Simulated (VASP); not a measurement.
# Zr (P6_3/mmc) in VASP: single point with PBE

Aim: the single point of Zr with PBE.

All numbers are computed with VASP 6.6.1; they aren't measurements. Logs are shortened: lines on timing, memory, paths and dates and some standing lists are left out, and cuts for length are marked.

## 1. The cell of the first run

It takes space group P6_3/mmc (No. 194, hexagonal). The conventional cell has a = 3.232 Å, b = 3.232 Å, c = 5.147 Å, α = 90.00°, β = 90.00°, γ = 120.00°. Within 4.2 Å of Zr (site symmetry -6m2) lie 12 Zr at 3.18 to 3.23 Å.

## 2. Single point, PBE

Contents of INCAR:

```
  PREC = Accurate
  ENCUT = 500
  EDIFF = 1E-6
  ISMEAR = 1
  SIGMA = 0.1
  LREAL = False
  LASPH = True
  NELM = 120
  ALGO = Normal
  ISIF = 2
  LWAVE = False
  LCHARG = True
  GGA = PE
  LELF = True
  LVHAR = True
  NBANDS = 19
  GGA_COMPAT = False
```

Contents of KPOINTS:

```
regular mesh
0
Gamma
  8 8 5
```

Contents of POSCAR:

```
Zr
1.0
    3.2320000000      0.0000000000      0.0000000000
   -1.6160000000      2.7989900000      0.0000000000
    0.0000000000      0.0000000000      5.1470000000
Zr
2
Direct
    0.3333333333      0.6666666667      0.2500000000
    0.6666666667      0.3333333333      0.7500000000
```

Potentials or basis: VASP PAW PBE potentials, release 64 (Zr_sv).

Started as:

```console
$ cat potpaw_PBE.64/Zr_sv/POTCAR > POTCAR
$ mpirun -np 1 vasp_std > vasp.out
```

OUTCAR:

```text
PREC = Accurate
   ENCUT = 500
   EDIFF = 1E-6
   ISMEAR = 1
   LREAL = False
   LASPH = True
   NELM = 120
   ISIF = 2
   GGA = PE

 ion  position               nearest neighbor table
   1  0.333  0.667  0.250-   2 3.18   2 3.18   2 3.18   2 3.18   2 3.18   2 3.18
   2  0.667  0.333  0.750-   1 3.18   1 3.18   1 3.18   1 3.18   1 3.18   1 3.18

  LATTYP: Found a hexagonal cell.
 ALAT       =     3.2320000000
 C/A-ratio  =     1.5925123762

  Lattice vectors:

 A1 = (   3.2320000000,   0.0000000000,   0.0000000000)
 A2 = (  -1.6160000000,   2.7989900000,   0.0000000000)
 A3 = (   0.0000000000,   0.0000000000,   5.1470000000)

Analysis of symmetry for initial positions (statically):
=====================================================================
 Subroutine PRICEL returns:
 Original cell was already a primitive cell.

 Routine SETGRP: Setting up the symmetry group for a
 hexagonal supercell.

 Subroutine GETGRP returns: Found 24 space group operations
 (whereof 12 operations were pure point group operations)
 out of a pool of 24 trial point group operations.

The static configuration has the point symmetry D_3d.
 The point group associated with its full space group is D_6h.

Analysis of symmetry for dynamics (positions and initial velocities):
=====================================================================
 Subroutine PRICEL returns:
 Original cell was already a primitive cell.

 Routine SETGRP: Setting up the symmetry group for a
 hexagonal supercell.

 Subroutine GETGRP returns: Found 24 space group operations
 (whereof 12 operations were pure point group operations)
 out of a pool of 24 trial point group operations.

The dynamic configuration has the point symmetry D_3d.
 The point group associated with its full space group is D_6h.

 Subroutine INISYM returns: Found 24 space group operations
 (whereof 12 operations are pure point group operations),
 and found     1 'primitive' translations

----------------------------------------------------------------------------------------

                                     Primitive cell

  volume of cell :      46.5615

  direct lattice vectors                    reciprocal lattice vectors
     3.232000000  0.000000000  0.000000000     0.309405941  0.178635865  0.000000000
    -1.616000000  2.798990000  0.000000000     0.000000000  0.357271730  0.000000000
[... 83 lines left out ...]
   ENCUT  =  500.0 eV  36.75 Ry    6.06 a.u.   5.89  5.89  9.38*2*pi/ulx,y,z
   NELM   =    120;   NELMIN=  2; NELMDL= -5     # of ELM steps
   EDIFF  = 0.1E-05   stopping-criterion for ELM
   LREAL  =      F    real-space projection
   EDIFFG = 0.1E-04   stopping-criterion for IOM
   NSW    =      0    number of steps for IOM
   IBRION =     -1    ionic relax: 0-MD 1-quasi-New 2-CG
   NFREE  =      0    steps in history (QN), initial steepest desc. (CG)
   ISIF   =      2    stress and relaxation
   ISYM   =      2    0-nonsym 1-usesym 2-fastsym
   POTIM  = 0.5000    time-step for ionic-motion
   TEBEG  =    0.0;   TEEND  =   0.0 temperature during run
   PSTRESS=    0.0 pullay stress
   NELECT =      24.0000    total number of electrons
   NUPDOWN=      -1.0000    fix difference up-down
   EMIN   =  10.00;   EMAX   =-10.00  energy-range for DOS
   EFERMI =   0.00;   METHOD = LEGACY
   ISMEAR =     1;   SIGMA  =   0.10  broadening in eV -4-tet -1-fermi 0-gaus
   EFERMI_NEDOS =   21; number of points for ismear=-14 and -15
   IALGO  =     38    algorithm
   IMIX   =      4    mixing-type and parameters
     AMIX     =   0.40;   BMIX     =  1.00
     AMIX_MAG =   1.60;   BMIX_MAG =  1.00
  volume/ion in A,a.u.               =      23.28       157.11
  Fermi-wavevector in a.u.,A,eV,Ry     =   1.312612  2.480477 23.442153  1.722950
  Thomas-Fermi vector in A             =   2.442992
   LORBIT       =      0    0 simple, 1 ext, 2 COOP (PROOUT), +10 PAW based schemes
   GGA     = PE    functional components
   LHFCALC =     F    Hartree Fock is set to
   AEXX    =    0.0000 exact exchange contribution
   IVDW    =     0    specifies the selected vdW correction
   LEPSILON=     F    determine dielectric tensor
   LRPA    =     F    only Hartree local field effects (RPA)
 non-spin polarized calculation
 Methfessel and Paxton  Order N= 1 SIGMA  =   0.10
  energy-cutoff  :      500.00
  volume of cell :       46.56
 maximum number of plane-waves:      1195
 NGX is ok and might be reduce to    24
   NGX = 11   NGY = 11   NGZ = 19

 number of electron      24.0000000 magnetization

 Free energy of the ion-electron system (eV)
  ---------------------------------------------------
  ext. energy  EPLUGINS =         0.00000000
  ---------------------------------------------------
  free energy    TOTEN  =       -17.03747066 eV

  energy without entropy =      -17.03727598  energy(sigma->0) =      -17.03740576

 E-fermi :   9.0589     XC(G=0): -11.0823

 val. band max:        9.0190977959   @ k =   0.0000   0.0000   0.4000
 cond. band min:       9.0931925733   @ k =   0.2500   0.1250   0.4000
 fundamental gap:      0.0740947775
 Fermi energy:         9.0589063437

 k-point     1 :       0.0000    0.0000    0.0000
  band No.  band energies     occupation
      1     -39.8469      2.00000
      2     -39.6925      2.00000
      3     -18.3656      2.00000
      4     -17.5022      2.00000
      5     -17.5022      2.00000
      6     -17.3608      2.00000
[... 505 lines left out ...]
      6     -17.6033      2.00000
[... 11 lines left out ...]
     18      13.3612      0.00000
     19      13.7057      0.00000

 [... further k-points ...]

------------------------ aborting loop because EDIFF is reached ----------------------------------------

  FORCE on cell =-STRESS in cart. coord.  units (eV):
  Direction    XX          YY          ZZ          XY          YZ          ZX
  --------------------------------------------------------------------------------------
  -------------------------------------------------------------------------------------
  Total        0.0451471      0.0451469      0.4142334      0.0000000      0.0000000      0.0000000
  in kB        1.5535071      1.5535025     14.2537412      0.0000000      0.0000000      0.0000000
  external PRESSURE =       5.7869170 kB  Pullay stress =       0.0000000 kB

 VOLUME and BASIS-vectors are now :
 -----------------------------------------------------------------------------
  energy-cutoff  :      500.00
  volume of cell :       46.56
      direct lattice vectors                 reciprocal lattice vectors
     3.232000000  0.000000000  0.000000000     0.309405941  0.178635865  0.000000000
    -1.616000000  2.798990000  0.000000000     0.000000000  0.357271730  0.000000000
     0.000000000  0.000000000  5.147000000     0.000000000  0.000000000  0.194287935

 POSITION                                       TOTAL-FORCE (eV/Angst)
 -----------------------------------------------------------------------------------
     -0.00000      1.86599      1.28675        -0.000000      0.000000      0.000000
      1.61600      0.93300      3.86025         0.000000     -0.000000      0.000000
 -----------------------------------------------------------------------------------
    total drift:                               -0.000000      0.000000     -0.000000

  FREE ENERGIE OF THE ION-ELECTRON SYSTEM (eV)
  ---------------------------------------------------
  free  energy   TOTEN  =       -17.0374706573 eV

  energy  without entropy=      -17.0372759772  energy(sigma->0) =      -17.03740576
```

Wall time 38 s (1 thread of AMD EPYC 7R13, shared host); peak memory 0.13 GiB.

Results:

- Free energy: -17.0375 eV
- Pressure: 0.6 GPa
- Band gap on the k mesh: zero (bands 12 and 13 overlap by 1.11 eV)

Stress tensor (GPa, compression positive):
```
0.16 0.00 0.00
0.00 0.16 0.00
0.00 0.00 1.43
```

Levels at points of the mesh, in eV from the Fermi level:
```csv
k point,band 8,band 9,band 10,band 11,band 12,band 13,band 14,band 15,band 16,band 17
"(0.00, 0.00, 0.00)",-26.42,-5.72,-3.10,0.79,0.79,0.95,1.11,1.49,1.49,2.07
"(0.50, 0.00, 0.00)",-26.53,-2.63,-2.57,-2.20,-0.28,0.47,0.72,1.40,4.82,5.23
```
